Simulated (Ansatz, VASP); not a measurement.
**Two plane-wave programs on Co**

```
Co
1.0
     3.94086    0.00000    0.00000
    -1.97043    3.41288    0.00000
     0.00000    0.00000    2.41671
Co
3
Direct
  0.00000 0.00000 0.00000
  0.33333 0.66667 0.50000
  0.66667 0.33333 0.50000
```

Alike in both runs: functional RPBE; k mesh 9 × 9 × 13; occupations fermi-dirac, width 0.1 eV; no spin polarisation.

Ansatz relaxed the structure, and its values are those at the end. VASP's run is a single point on that final structure, the one shown.

|  | VASP | Ansatz |
| --- | --- | --- |
| version | VASP 6.6.1 | Ansatz 0.2.0 |
| potentials or method | VASP PAW PBE potentials, release 64 (Co), cutoff 520 eV | plane waves (420 eV) with PAW, scalar-relativistic |
| valence electrons in the cell | 27 | 51 |

```tsv
	VASP	Ansatz	Ansatz less VASP
pressure (GPa)	-0.5	0.0	+0.45
```

VASP's potentials were made for PBE, not for RPBE. VASP's potentials hold 27 valence electrons a cell and Ansatz's 51, so a difference there can come from the potentials and not from the codes.
